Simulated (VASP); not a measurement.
# Ga2O3 (C2/m) in VASP: single point with LDA

Aim: the single point of Ga2O3 with LDA.

Program: VASP 6.6.1. These are calculated values, not measurements. Logs are shortened: lines on timing, memory, paths and dates and some standing lists are left out, and cuts for length are marked.

### Step 1. The cell of the first run

Symmetry: C2/m, No. 12, monoclinic system. The conventional cell has a = 12.134 Å, b = 3.016 Å, c = 5.751 Å, α = 90.00°, β = 103.75°, γ = 90.00°. Within 2.4 Å of Ga (site symmetry m) lie 4 O at 1.82 to 1.85 Å. Ga (site symmetry m) has 6 O at 1.92 to 2.05 Å within 2.5 Å. O (site symmetry m) has 3 Ga at 1.82 to 1.93 Å within 2.4 Å. Within 2.7 Å of O (site symmetry m) lie 4 Ga at 1.85 to 2.05 Å and 3 O at 2.58 to 2.63 Å. O (site symmetry m) has 3 Ga at 1.82 to 1.92 Å within 2.4 Å.

### Step 2. Single point, LDA

File INCAR:

```
SYSTEM = Ga2O3
PREC = Accurate ; ENCUT = 520
EDIFF = 1E-7 ; ISMEAR = 0
SIGMA = 0.01 ; LREAL = .False.
LASPH = .True. ; NELM = 100
ALGO = Normal ; ISIF = 2
LWAVE = .False. ; LCHARG = .True.
GGA = CA ; LELF = .True.
LVHAR = .True. ; NBANDS = 55
```

File KPOINTS:

```
Automatic mesh
0
Gamma
  6 6 5
  0 0 0
```

File POSCAR:

```
Ga2O3
1.0
    6.0671017058     -1.5079581965      0.0055338209
    6.0671017058      1.5079581965      0.0055338209
   -1.3718323456      0.0000000000      5.5852106410
Ga O
4 6
Direct
    0.0906954283      0.0906954283      0.7950596733
    0.9093045717      0.9093045717      0.2049403267
    0.6588879442      0.6588879442      0.3142990124
    0.3411120558      0.3411120558      0.6857009876
    0.1656879589      0.1656879589      0.1093544007
    0.8343120411      0.8343120411      0.8906455993
    0.1730773593      0.1730773593      0.5621954099
    0.8269226407      0.8269226407      0.4378045901
    0.4964237509      0.4964237509      0.2557911668
    0.5035762491      0.5035762491      0.7442088332
```

Potentials or basis: VASP PAW LDA potentials, release 64 (Ga_d, O).

On the command line:

```console
$ cat potpaw_LDA.64/Ga_d/POTCAR potpaw_LDA.64/O/POTCAR > POTCAR
$ mpirun -np 1 vasp_std > vasp.out
```

OUTCAR:

```text
SYSTEM = Ga2O3
   PREC = Accurate
   ENCUT = 520
   EDIFF = 1E-7
   ISMEAR = 0
   LREAL = .False.
   LASPH = .True.
   NELM = 100
   ISIF = 2
   GGA = CA

 ion  position               nearest neighbor table
   1  0.091  0.091  0.795-   5 1.82  10 1.82  10 1.82   7 1.85
   2  0.909  0.909  0.205-   6 1.82   9 1.82   9 1.82   8 1.85
   3  0.659  0.659  0.314-   9 1.92   5 1.93   5 1.93   8 1.99   7 2.05   7 2.05
   4  0.341  0.341  0.686-  10 1.92   6 1.93   6 1.93   7 1.99   8 2.05   8 2.05
   5  0.166  0.166  0.109-   1 1.82   3 1.93   3 1.93
   6  0.834  0.834  0.891-   2 1.82   4 1.93   4 1.93
   7  0.173  0.173  0.562-   1 1.85   4 1.99   3 2.05   3 2.05
   8  0.827  0.827  0.438-   2 1.85   3 1.99   4 2.05   4 2.05
   9  0.496  0.496  0.256-   2 1.82   2 1.82   3 1.92
  10  0.504  0.504  0.744-   1 1.82   1 1.82   4 1.92

  LATTYP: Found a base centered monoclinic cell.
 ALAT       =    12.1342084590
 B/A-ratio  =     0.2485466113
 C/A-ratio  =     0.4739672510
 COS(beta)  =    -0.2376431613

  Lattice vectors:

 A1 = (   6.0671017058,  -1.5079581965,   0.0055338209)
 A2 = (   6.0671017058,   1.5079581965,   0.0055338209)
 A3 = (  -1.3718323456,   0.0000000000,   5.5852106410)

Analysis of symmetry for initial positions (statically):
=====================================================================
 Subroutine PRICEL returns:
 Original cell was already a primitive cell.

 Routine SETGRP: Setting up the symmetry group for a
 base centered monoclinic supercell.

 Subroutine GETGRP returns: Found  4 space group operations
 (whereof  4 operations were pure point group operations)
 out of a pool of  4 trial point group operations.

The static configuration has the point symmetry C_2h.

Analysis of symmetry for dynamics (positions and initial velocities):
=====================================================================
 Subroutine PRICEL returns:
 Original cell was already a primitive cell.

 Routine SETGRP: Setting up the symmetry group for a
 base centered monoclinic supercell.

 Subroutine GETGRP returns: Found  4 space group operations
 (whereof  4 operations were pure point group operations)
 out of a pool of  4 trial point group operations.

The dynamic configuration has the point symmetry C_2h.

 Subroutine INISYM returns: Found  4 space group operations
 (whereof  4 operations are pure point group operations),
 and found     1 'primitive' translations

----------------------------------------------------------------------------------------

                                     Primitive cell

  volume of cell :     102.2204

  direct lattice vectors                    reciprocal lattice vectors
     6.067101706 -1.507958196  0.005533821     0.082393214 -0.331574178  0.020237317
     6.067101706  1.507958196  0.005533821     0.082393214  0.331574178  0.020237317
    -1.371832346  0.000000000  5.585210641    -0.000163270  0.000000000  0.179004175

  length of vectors
     6.251695102  6.251695102  5.751217427     0.342256668  0.342256668  0.179004249

  position of ions in fractional coordinates (direct lattice)
     0.090695428  0.090695428  0.795059673
     0.909304572  0.909304572  0.204940327
     0.658887944  0.658887944  0.314299012
     0.341112056  0.341112056  0.685700988
     0.165687959  0.165687959  0.109354401
     0.834312041  0.834312041  0.890645599
     0.173077359  0.173077359  0.562195410
     0.826922641  0.826922641  0.437804590
     0.496423751  0.496423751  0.255791167
     0.503576249  0.503576249  0.744208833

  ion indices of the primitive-cell ions
   primitive index   ion index
                 1           1
                 2           2
                 3           3
                 4           4
                 5           5
                 6           6
                 7           7
                 8           8
                 9           9
                10          10

----------------------------------------------------------------------------------------

 KPOINTS: Automatic mesh

Automatic generation of k-mesh.
 Grid dimensions read from file:
 generate k-points for:    6    6    5

 Generating k-lattice:

  Cartesian coordinates                     Fractional coordinates (reciprocal lattice)
     0.013732202 -0.055262363  0.003372886     0.166666667  0.000000000 -0.000000000
     0.013732202  0.055262363  0.003372886     0.000000000  0.166666667 -0.000000000
    -0.000032654  0.000000000  0.035800835    -0.000000000 -0.000000000  0.200000000

  Length of vectors
     0.057042778  0.057042778  0.035800850

  Shift w.r.t. Gamma in fractional coordinates (k-lattice)
     0.000000000  0.000000000  0.000000000

 Subroutine IBZKPT returns following result:
 ===========================================

 Found     55 irreducible k-points:

 Following reciprocal coordinates:
            Coordinates               Weight
  0.000000  0.000000  0.000000      1.000000
  0.166667 -0.000000  0.000000      4.000000
  0.333333  0.000000  0.000000      4.000000
  0.500000 -0.000000 -0.000000      2.000000
  0.166667  0.166667  0.000000      2.000000
  0.333333  0.166667 -0.000000      4.000000
[... 16 lines left out ...]
 -0.333333  0.166667  0.200000      4.000000
 -0.166667  0.166667  0.200000      4.000000
 [... further k-points ...]
   k-points           NKPTS =     55   k-points in BZ     NKDIM =     55   number of bands    NBANDS=     55
   number of dos      NEDOS =    301   number of ions     NIONS =     10
   total plane-waves  NPLWV = 110592
   dimension x,y,z NGX =    48 NGY =   48 NGZ =   48
   dimension x,y,z NGXF=    96 NGYF=   96 NGZF=   96
   ions per type =               4   6
   NGX,Y,Z   is equivalent  to a cutoff of  12.76, 12.76, 13.87 a.u.
   NGXF,Y,Z  is equivalent  to a cutoff of  25.53, 25.53, 27.75 a.u.
 SYSTEM =  Ga2O3
   PREC   = accura    normal or accurate (medium, high low for compatibility)
   ISTART =      0    job   : 0-new  1-cont  2-samecut
   ICHARG =      2    charge: 1-file 2-atom 10-const
   ISPIN  =      1    spin polarized calculation?
   LNONCOLLINEAR =      F non collinear calculations
   LSORBIT =      F    spin-orbit coupling
   LASPH  =      T    aspherical Exc in radial PAW
   ENCUT  =  520.0 eV  38.22 Ry    6.18 a.u.  11.62 11.62 10.69*2*pi/ulx,y,z
   NELM   =    100;   NELMIN=  2; NELMDL= -5     # of ELM steps
   EDIFF  = 0.1E-06   stopping-criterion for ELM
   LREAL  =      F    real-space projection
   EDIFFG = 0.1E-05   stopping-criterion for IOM
   NSW    =      0    number of steps for IOM
   IBRION =     -1    ionic relax: 0-MD 1-quasi-New 2-CG
   NFREE  =      0    steps in history (QN), initial steepest desc. (CG)
   ISIF   =      2    stress and relaxation
   ISYM   =      2    0-nonsym 1-usesym 2-fastsym
   POTIM  = 0.5000    time-step for ionic-motion
   TEBEG  =    0.0;   TEEND  =   0.0 temperature during run
   PSTRESS=    0.0 pullay stress
   NELECT =      88.0000    total number of electrons
   NUPDOWN=      -1.0000    fix difference up-down
   EMIN   =  10.00;   EMAX   =-10.00  energy-range for DOS
   EFERMI =   0.00;   METHOD = LEGACY
   ISMEAR =     0;   SIGMA  =   0.01  broadening in eV -4-tet -1-fermi 0-gaus
   EFERMI_NEDOS =   21; number of points for ismear=-14 and -15
   IALGO  =     38    algorithm
   IMIX   =      4    mixing-type and parameters
     AMIX     =   0.40;   BMIX     =  1.00
     AMIX_MAG =   1.60;   BMIX_MAG =  1.00
  volume/ion in A,a.u.               =      10.22        68.98
  Fermi-wavevector in a.u.,A,eV,Ry     =   1.557363  2.942990 32.999301  2.425380
  Thomas-Fermi vector in A             =   2.661024
   LORBIT       =      0    0 simple, 1 ext, 2 COOP (PROOUT), +10 PAW based schemes
   GGA     = CA    functional components
   LHFCALC =     F    Hartree Fock is set to
   AEXX    =    0.0000 exact exchange contribution
   IVDW    =     0    specifies the selected vdW correction
   LEPSILON=     F    determine dielectric tensor
   LRPA    =     F    only Hartree local field effects (RPA)
 non-spin polarized calculation
 Gauss-broadening in eV      SIGMA  =   0.01
  energy-cutoff  :      520.00
  volume of cell :      102.22
 maximum number of plane-waves:      2781
 NGX is ok and might be reduce to    48
   NGX = 23   NGY = 23   NGZ = 21

 number of electron      88.0000016 magnetization

 Free energy of the ion-electron system (eV)
  ---------------------------------------------------
  ext. energy  EPLUGINS =         0.00000000
  ---------------------------------------------------
  free energy    TOTEN  =       -68.22588165 eV

  energy without entropy =      -68.22588165  energy(sigma->0) =      -68.22588165

 E-fermi :   3.8814     XC(G=0): -12.3376

 val. band max:        3.8272942208   @ k =   0.0000   0.0000   0.0000
 cond. band min:       6.3552754420   @ k =   0.0000   0.0000   0.0000
 fundamental gap:      2.5279812212
 Fermi energy:         3.8814141556

 k-point     1 :       0.0000    0.0000    0.0000
  band No.  band energies     occupation
      1     -15.0721      2.00000
      2     -13.7768      2.00000
      3     -13.7626      2.00000
      4     -13.6599      2.00000
      5     -13.1310      2.00000
      6     -13.1267      2.00000
[... 47 lines left out ...]
     54      16.1126      0.00000
     55      16.4553      0.00000

 k-point     2 :       0.1667   -0.0000    0.0000
  band No.  band energies     occupation
      1     -14.8426      2.00000
      2     -13.7599      2.00000
      3     -13.6890      2.00000
      4     -13.5162      2.00000
      5     -13.1410      2.00000
      6     -13.1294      2.00000
[... 47 lines left out ...]
     54      14.9442      0.00000
     55      15.0019      0.00000
[... 1216 lines left out ...]
     54      15.4908      0.00000
     55      15.8198      0.00000

 k-point    24 :      -0.1667    0.1667    0.2000
  band No.  band energies     occupation
      1     -14.2624      2.00000
      2     -13.6259      2.00000
      3     -13.5475      2.00000
      4     -13.3959      2.00000
      5     -13.1885      2.00000
      6     -13.1172      2.00000
[... 47 lines left out ...]
     54      14.9735      0.00000
     55      15.5185      0.00000

 [... further k-points ...]

------------------------ aborting loop because EDIFF is reached ----------------------------------------

  FORCE on cell =-STRESS in cart. coord.  units (eV):
  Direction    XX          YY          ZZ          XY          YZ          ZX
  --------------------------------------------------------------------------------------
  -------------------------------------------------------------------------------------
  Total        1.0735633      1.3272667      1.1613338      0.0000000      0.0000000      0.0304122
  in kB       16.8267733     20.8032580     18.2024657      0.0000000      0.0000000      0.4766743
  external PRESSURE =      18.6108323 kB  Pullay stress =       0.0000000 kB

 VOLUME and BASIS-vectors are now :
 -----------------------------------------------------------------------------
  energy-cutoff  :      520.00
  volume of cell :      102.22
      direct lattice vectors                 reciprocal lattice vectors
     6.067101706 -1.507958196  0.005533821     0.082393214 -0.331574178  0.020237317
     6.067101706  1.507958196  0.005533821     0.082393214  0.331574178  0.020237317
    -1.371832346  0.000000000  5.585210641    -0.000163270  0.000000000  0.179004175

 POSITION                                       TOTAL-FORCE (eV/Angst)
 -----------------------------------------------------------------------------------
      0.00983      0.00000      4.44158         0.027528      0.000000     -0.004947
     10.75254      0.00000      1.15470        -0.027528      0.000000      0.004947
      7.56391      0.00000      1.76272        -0.005104      0.000000      0.027086
      3.19846      0.00000      3.83356         0.005104      0.000000     -0.027086
      1.86048      0.00000      0.61260         0.058112      0.000000      0.023783
      8.90190      0.00000      4.98368        -0.058112      0.000000     -0.023783
      1.32892      0.00000      3.14190         0.015004      0.000000     -0.041156
      9.43345      0.00000      2.45438        -0.015004      0.000000      0.041156
      5.67280      0.00000      1.43414         0.062275      0.000000      0.025339
      5.08957      0.00000      4.16214        -0.062275      0.000000     -0.025339
 -----------------------------------------------------------------------------------
    total drift:                                0.000000     -0.000000     -0.000000

  FREE ENERGIE OF THE ION-ELECTRON SYSTEM (eV)
  ---------------------------------------------------
  free  energy   TOTEN  =       -68.2258816517 eV

  energy  without entropy=      -68.2258816517  energy(sigma->0) =      -68.22588165
```

It took 16 min on 1 thread of Intel Xeon 8259CL, shared host; peak memory 0.4 GiB.

Results:

| Property | Result |
| --- | --- |
| Free energy | -68.2259 eV |
| Pressure | 1.9 GPa |
| Largest force | 0.067 eV/Å |
| Band gap on the k mesh | 2.53 eV |

Forces on the atoms (eV/Å):
```
Ga   0.028  0.000 -0.005
Ga  -0.028  0.000  0.005
Ga  -0.005  0.000  0.027
Ga   0.005  0.000 -0.027
O    0.058  0.000  0.024
O   -0.058  0.000 -0.024
O    0.015  0.000 -0.041
O   -0.015  0.000  0.041
O    0.062  0.000  0.025
O   -0.062  0.000 -0.025
```

Caveat: an odd mesh through Γ misses points on the zone boundary, where band edges can lie.
